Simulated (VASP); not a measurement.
# PbO (P4/nmm) in VASP: a series of runs

PbO is run at these levels: LDA; tasks: single point.

All numbers are computed with VASP 6.6.1; they aren't measurements. Logs are shortened: lines on timing, memory, paths and dates and some standing lists are left out, and cuts for length are marked.

### 1 The cell of the first run

Symmetry: P4/nmm, No. 129, tetragonal system. The conventional cell has a = 3.974 Å, b = 3.974 Å, c = 5.122 Å, α = 90.00°, β = 90.00°, γ = 90.00°. Pb (site symmetry 4mm) has 4 O at 2.32 Å within 3.1 Å. O (site symmetry -4m2) has 4 Pb at 2.32 Å and 4 O at 2.81 Å within 3.1 Å.

### 2 Single point, LDA (zz strain of +2 %)

The input, INCAR:

```
SYSTEM = PbO
  PREC = Accurate
  ENCUT = 520
  EDIFF = 1E-6
  ISMEAR = -1
  SIGMA = 0.03
  LREAL = .FALSE.
  LASPH = .TRUE.
  NELM = 60
  ALGO = Normal
  ISIF = 2
  LWAVE = .FALSE.
  LCHARG = .TRUE.
  GGA = CA
  LELF = .TRUE.
  LVHAR = .TRUE.
  NBANDS = 28
```

The input, KPOINTS:

```
Automatic mesh
0
G
  7 7 6
  0 0 0
```

The input, POSCAR:

```
PbO
1.0
    3.9744000000      0.0000000000      0.0000000000
    0.0000000000      3.9744000000      0.0000000000
    0.0000000000      0.0000000000      5.1224400000
Pb O
2 2
Direct
    0.0000000000      0.5000000000      0.2351000000
    0.5000000000      0.0000000000      0.7649000000
    0.0000000000      0.0000000000      0.0000000000
    0.5000000000      0.5000000000      0.0000000000
```

Potentials or basis: VASP PAW LDA potentials, release 64 (Pb_d, O).

On the command line:

```bash
cat potpaw_LDA.64/Pb_d/POTCAR potpaw_LDA.64/O/POTCAR > POTCAR
mpirun -np 1 vasp_std > vasp.out
```

OUTCAR:

```text
SYSTEM = PbO
   PREC = Accurate
   ENCUT = 520
   EDIFF = 1E-6
   ISMEAR = -1
   LREAL = .FALSE.
   LASPH = .TRUE.
   NELM = 60
   ISIF = 2
   GGA = CA

 ion  position               nearest neighbor table
   1  0.000  0.500  0.235-   3 2.32   4 2.32   3 2.32   4 2.32   2 3.70   2 3.70   2 3.70   2 3.70
                             2 3.91   2 3.91   2 3.91   2 3.91
   2  0.500  0.000  0.765-   3 2.32   4 2.32   4 2.32   3 2.32   1 3.70   1 3.70   1 3.70   1 3.70
                             1 3.91   1 3.91   1 3.91   1 3.91
   3  0.000  0.000  0.000-   1 2.32   2 2.32   1 2.32   2 2.32
   4  0.500  0.500  0.000-   1 2.32   2 2.32   2 2.32   1 2.32

  LATTYP: Found a simple tetragonal cell.
 ALAT       =     3.9744000000
 C/A-ratio  =     1.2888586957

  Lattice vectors:

 A1 = (   3.9744000000,   0.0000000000,   0.0000000000)
 A2 = (   0.0000000000,   3.9744000000,   0.0000000000)
 A3 = (   0.0000000000,   0.0000000000,   5.1224400000)

Analysis of symmetry for initial positions (statically):
=====================================================================
 Subroutine PRICEL returns:
 Original cell was already a primitive cell.

 Routine SETGRP: Setting up the symmetry group for a
 simple tetragonal supercell.

 Subroutine GETGRP returns: Found 16 space group operations
 (whereof  8 operations were pure point group operations)
 out of a pool of 16 trial point group operations.

The static configuration has the point symmetry D_2d.
 The point group associated with its full space group is D_4h.

Analysis of symmetry for dynamics (positions and initial velocities):
=====================================================================
 Subroutine PRICEL returns:
 Original cell was already a primitive cell.

 Routine SETGRP: Setting up the symmetry group for a
 simple tetragonal supercell.

 Subroutine GETGRP returns: Found 16 space group operations
 (whereof  8 operations were pure point group operations)
 out of a pool of 16 trial point group operations.

The dynamic configuration has the point symmetry D_2d.
 The point group associated with its full space group is D_4h.

 Subroutine INISYM returns: Found 16 space group operations
 (whereof  8 operations are pure point group operations),
 and found     1 'primitive' translations

----------------------------------------------------------------------------------------

                                     Primitive cell

  volume of cell :      80.9133

  direct lattice vectors                    reciprocal lattice vectors
     3.974400000  0.000000000  0.000000000     0.251610306  0.000000000  0.000000000
     0.000000000  3.974400000  0.000000000     0.000000000  0.251610306  0.000000000
     0.000000000  0.000000000  5.122440000     0.000000000  0.000000000  0.195219466

  length of vectors
     3.974400000  3.974400000  5.122440000     0.251610306  0.251610306  0.195219466

  position of ions in fractional coordinates (direct lattice)
     0.000000000  0.500000000  0.235100000
     0.500000000  0.000000000  0.764900000
     0.000000000  0.000000000  0.000000000
     0.500000000  0.500000000  0.000000000

  ion indices of the primitive-cell ions
   primitive index   ion index
                 1           1
                 2           2
                 3           3
                 4           4

----------------------------------------------------------------------------------------

 KPOINTS: Automatic mesh

Automatic generation of k-mesh.
 Grid dimensions read from file:
 generate k-points for:    7    7    6

 Generating k-lattice:

  Cartesian coordinates                     Fractional coordinates (reciprocal lattice)
     0.035944329  0.000000000  0.000000000     0.142857143  0.000000000  0.000000000
     0.000000000  0.035944329  0.000000000     0.000000000  0.142857143  0.000000000
     0.000000000  0.000000000  0.032536578     0.000000000  0.000000000  0.166666667

  Length of vectors
     0.035944329  0.035944329  0.032536578

  Shift w.r.t. Gamma in fractional coordinates (k-lattice)
     0.000000000  0.000000000  0.000000000

 Subroutine IBZKPT returns following result:
 ===========================================

 Found     40 irreducible k-points:

 Following reciprocal coordinates:
            Coordinates               Weight
  0.000000  0.000000  0.000000      1.000000
  0.142857  0.000000  0.000000      4.000000
  0.285714  0.000000  0.000000      4.000000
  0.428571  0.000000  0.000000      4.000000
  0.142857  0.142857  0.000000      4.000000
  0.285714  0.142857  0.000000      8.000000
[... 16 lines left out ...]
  0.285714  0.000000  0.333333      8.000000
  0.428571  0.000000  0.333333      8.000000
 [... further k-points ...]
   k-points           NKPTS =     40   k-points in BZ     NKDIM =     40   number of bands    NBANDS=     28
   number of dos      NEDOS =    301   number of ions     NIONS =      4
   total plane-waves  NPLWV =  36000
   dimension x,y,z NGX =    30 NGY =   30 NGZ =   40
   dimension x,y,z NGXF=    60 NGYF=   60 NGZF=   80
   ions per type =               2   2
   NGX,Y,Z   is equivalent  to a cutoff of  12.55, 12.55, 12.98 a.u.
   NGXF,Y,Z  is equivalent  to a cutoff of  25.10, 25.10, 25.96 a.u.
 SYSTEM =  PbO
   PREC   = accura    normal or accurate (medium, high low for compatibility)
   ISTART =      0    job   : 0-new  1-cont  2-samecut
   ICHARG =      2    charge: 1-file 2-atom 10-const
   ISPIN  =      1    spin polarized calculation?
   LNONCOLLINEAR =      F non collinear calculations
   LSORBIT =      F    spin-orbit coupling
   LASPH  =      T    aspherical Exc in radial PAW
   ENCUT  =  520.0 eV  38.22 Ry    6.18 a.u.   7.39  7.39  9.52*2*pi/ulx,y,z
   NELM   =     60;   NELMIN=  2; NELMDL= -5     # of ELM steps
   EDIFF  = 0.1E-05   stopping-criterion for ELM
   LREAL  =      F    real-space projection
   EDIFFG = 0.1E-04   stopping-criterion for IOM
   NSW    =      0    number of steps for IOM
   IBRION =     -1    ionic relax: 0-MD 1-quasi-New 2-CG
   NFREE  =      0    steps in history (QN), initial steepest desc. (CG)
   ISIF   =      2    stress and relaxation
   ISYM   =      2    0-nonsym 1-usesym 2-fastsym
   POTIM  = 0.5000    time-step for ionic-motion
   TEBEG  =    0.0;   TEEND  =   0.0 temperature during run
   PSTRESS=    0.0 pullay stress
   NELECT =      40.0000    total number of electrons
   NUPDOWN=      -1.0000    fix difference up-down
   EMIN   =  10.00;   EMAX   =-10.00  energy-range for DOS
   EFERMI =   0.00;   METHOD = LEGACY
   ISMEAR =    -1;   SIGMA  =   0.03  broadening in eV -4-tet -1-fermi 0-gaus
   EFERMI_NEDOS =   21; number of points for ismear=-14 and -15
   IALGO  =     38    algorithm
   IMIX   =      4    mixing-type and parameters
     AMIX     =   0.40;   BMIX     =  1.00
     AMIX_MAG =   1.60;   BMIX_MAG =  1.00
  volume/ion in A,a.u.               =      20.23       136.51
  Fermi-wavevector in a.u.,A,eV,Ry     =   1.294459  2.446172 22.798234  1.675623
  Thomas-Fermi vector in A             =   2.426040
   LORBIT       =      0    0 simple, 1 ext, 2 COOP (PROOUT), +10 PAW based schemes
   GGA     = CA    functional components
   LHFCALC =     F    Hartree Fock is set to
   AEXX    =    0.0000 exact exchange contribution
   IVDW    =     0    specifies the selected vdW correction
   LEPSILON=     F    determine dielectric tensor
   LRPA    =     F    only Hartree local field effects (RPA)
 non-spin polarized calculation
  energy-cutoff  :      520.00
  volume of cell :       80.91
 maximum number of plane-waves:      2228
 NGX is ok and might be reduce to    30
   NGX = 15   NGY = 15   NGZ = 19

 number of electron      40.0000001 magnetization

 Free energy of the ion-electron system (eV)
  ---------------------------------------------------
  ext. energy  EPLUGINS =         0.00000000
  ---------------------------------------------------
  free energy    TOTEN  =       -24.37303838 eV

  energy without entropy =      -24.37303838  energy(sigma->0) =      -24.37303838

 E-fermi :   5.2485     XC(G=0): -10.1974

 val. band max:        4.6513064076   @ k =   0.0000   0.0000   0.0000
 cond. band min:       6.0782814515   @ k =   0.4286   0.4286   0.0000
 fundamental gap:      1.4269750439
 Fermi energy:         5.2484609510

 k-point     1 :       0.0000    0.0000    0.0000
  band No.  band energies     occupation
      1     -13.4336      2.00000
      2     -12.9306      2.00000
      3     -11.2947      2.00000
      4     -11.2947      2.00000
      5     -11.2300      2.00000
      6     -11.2268      2.00000
[... 20 lines left out ...]
     27      12.0573      0.00000
     28      12.6487      0.00000

 k-point     2 :       0.1429    0.0000    0.0000
  band No.  band energies     occupation
      1     -13.3917      2.00000
      2     -12.9442      2.00000
      3     -11.2854      2.00000
      4     -11.2837      2.00000
      5     -11.2170      2.00000
      6     -11.2120      2.00000
[... 20 lines left out ...]
     27      12.3367      0.00000
     28      13.9171      0.00000

 k-point     3 :       0.2857    0.0000    0.0000
  band No.  band energies     occupation
      1     -13.2889      2.00000
      2     -12.9889      2.00000
      3     -11.2601      2.00000
      4     -11.2539      2.00000
      5     -11.1887      2.00000
      6     -11.1698      2.00000
[... 20 lines left out ...]
     27      12.6898      0.00000
     28      15.9548      0.00000

 k-point     4 :       0.4286    0.0000    0.0000
  band No.  band energies     occupation
      1     -13.1706      2.00000
      2     -13.0665      2.00000
      3     -11.2260      2.00000
      4     -11.2178      2.00000
      5     -11.1916      2.00000
      6     -11.1899      2.00000
[... 578 lines left out ...]
     27      12.9367      0.00000
     28      14.0242      0.00000

 k-point    23 :       0.2857    0.0000    0.3333
  band No.  band energies     occupation
      1     -13.2885      2.00000
      2     -12.9880      2.00000
      3     -11.2619      2.00000
      4     -11.2308      2.00000
      5     -11.1970      2.00000
      6     -11.1953      2.00000
[... 20 lines left out ...]
     27      13.3075      0.00000
     28      15.3808      0.00000

 k-point    24 :       0.4286    0.0000    0.3333
  band No.  band energies     occupation
      1     -13.1783      2.00000
      2     -13.0731      2.00000
      3     -11.2545      2.00000
      4     -11.2322      2.00000
      5     -11.2072      2.00000
      6     -11.1901      2.00000
[... 20 lines left out ...]
     27      13.7921      0.00000
     28      14.5724      0.00000

 [... further k-points ...]

------------------------ aborting loop because EDIFF is reached ----------------------------------------

  FORCE on cell =-STRESS in cart. coord.  units (eV):
  Direction    XX          YY          ZZ          XY          YZ          ZX
  --------------------------------------------------------------------------------------
  -------------------------------------------------------------------------------------
  Total       -1.4837509     -1.4837509     -1.5904519      0.0000000      0.0000000      0.0000000
  in kB      -29.3799831    -29.3799831    -31.4927875      0.0000000      0.0000000      0.0000000
  external PRESSURE =     -30.0842513 kB  Pullay stress =       0.0000000 kB

 VOLUME and BASIS-vectors are now :
 -----------------------------------------------------------------------------
  energy-cutoff  :      520.00
  volume of cell :       80.91
      direct lattice vectors                 reciprocal lattice vectors
     3.974400000  0.000000000  0.000000000     0.251610306  0.000000000  0.000000000
     0.000000000  3.974400000  0.000000000     0.000000000  0.251610306  0.000000000
     0.000000000  0.000000000  5.122440000     0.000000000  0.000000000  0.195219466

 POSITION                                       TOTAL-FORCE (eV/Angst)
 -----------------------------------------------------------------------------------
      0.00000      1.98720      1.20429         0.000000      0.000000     -0.446826
      1.98720      0.00000      3.91815        -0.000000      0.000000      0.446826
      0.00000      0.00000      0.00000         0.000000     -0.000000      0.000000
      1.98720      1.98720      0.00000         0.000000      0.000000      0.000000
 -----------------------------------------------------------------------------------
    total drift:                                0.000000      0.000000     -0.000000

  FREE ENERGIE OF THE ION-ELECTRON SYSTEM (eV)
  ---------------------------------------------------
  free  energy   TOTEN  =       -24.3730383753 eV

  energy  without entropy=      -24.3730383753  energy(sigma->0) =      -24.37303838
```

Wall time 2.1 min (1 thread of Intel Xeon 8259CL, shared host); peak memory 0.2 GiB.

Results:

```
Free energy            : -24.3730 eV
Pressure               : -3.0 GPa
Largest force          : 0.447 eV/Å
Band gap on the k mesh : 1.43 eV (least direct gap 2.23 eV)
```

Forces in eV/Å, atoms in the order of the input:
```
Pb   0.000  0.000 -0.447
Pb   0.000  0.000  0.447
O    0.000  0.000  0.000
O    0.000  0.000  0.000
```

Stress tensor (GPa, compression positive):
```
-2.94  0.00  0.00
 0.00 -2.94  0.00
 0.00  0.00 -3.15
```

Levels at points of the mesh, in eV from the valence-band top:
```tsv
k point	band 18	band 19	band 20	band 21	band 22	band 23
(0.00, 0.00, 0.00)	-1.60	-1.60	0.00	2.25	5.19	5.59
(0.00, 0.00, 0.50)	-1.63	-1.63	-1.01	1.88	3.97	3.97
```

Caveat: the cell differs from its parent crystal (zz strain of +2 %); the cell stands under tension; spin-orbit coupling is left out, which moves the levels of the heavy elements; an odd mesh through Γ misses points on the zone boundary, where band edges can lie.

### 3 Single point, LDA (21.02 Å³/atom)

This run uses another cell than the first one, of 21.02 Å³/atom.

The input, INCAR:

```
SYSTEM = PbO
ALGO     = Normal         ! electronic algorithm
EDIFF    = 1E-6           ! SCF threshold, eV
ENCUT    = 520            ! plane-wave cutoff, eV
ISIF     = 2              ! what is computed and relaxed
ISMEAR   = -1             ! smearing method
LASPH    = .True.         ! aspherical terms in the spheres
LCHARG   = .False.        ! write CHGCAR
LREAL    = .False.        ! projectors in reciprocal space
LWAVE    = .False.        ! write WAVECAR
NBANDS   = 28             ! bands
NELM     = 80             ! most SCF steps
PREC     = Accurate       ! precision mode
SIGMA    = 0.03           ! smearing width, eV
```

The input, KPOINTS:

```
k-points
0
Gamma
  7 7 6
  0 0 0
```

The input, POSCAR:

```
PbO
1.0
    4.0523492014      0.0000000000      0.0000000000
    0.0000000000      4.0523492014      0.0000000000
    0.0000000000      0.0000000000      5.1204955942
Pb O
2 2
Direct
    0.0000000000      0.5000000000      0.2351000000
    0.5000000000      0.0000000000      0.7649000000
    0.0000000000      0.0000000000      0.0000000000
    0.5000000000      0.5000000000      0.0000000000
```

Potentials or basis: VASP PAW LDA potentials, release 64 (Pb_d, O).

On the command line:

```bash
cat potpaw_LDA.64/Pb_d/POTCAR potpaw_LDA.64/O/POTCAR > POTCAR
mpirun -np 1 vasp_std > vasp.out
```

It took 1.9 min on 1 thread of Intel Xeon 8259CL, shared host; peak memory 0.21 GiB.

The run converged. Its results:

| Quantity | Value |
| --- | --- |
| Free energy | -24.2835 eV |
| Pressure | -5.9 GPa |
| Largest force | 0.828 eV/Å |
| Band gap on the k mesh | 1.52 eV (least direct gap 2.14 eV) |

Forces in eV/Å, atoms in the order of the input:
```
Pb   0.000  0.000 -0.828
Pb   0.000  0.000  0.828
O    0.000  0.000  0.000
O    0.000  0.000  0.000
```

Stress tensor (GPa, compression positive):
```
-6.27  0.00  0.00
 0.00 -6.27  0.00
 0.00  0.00 -5.05
```

Levels at points of the mesh, in eV from the valence-band top:
| k point | band 17 | band 18 | band 19 | band 20 | band 21 | band 22 | band 23 | band 24 |
| --- | --- | --- | --- | --- | --- | --- | --- | --- |
| (0.00, 0.00, 0.00) | -1.47 | -1.43 | -1.43 | -0.01 | 2.19 | 5.22 | 5.50 | 5.50 |
| (0.00, 0.00, 0.50) | -1.51 | -1.45 | -1.45 | -0.74 | 1.80 | 3.95 | 3.95 | 4.13 |

Caveat: the cell stands under tension; spin-orbit coupling is left out, which moves the levels of the heavy elements; an odd mesh through Γ misses points on the zone boundary, where band edges can lie.
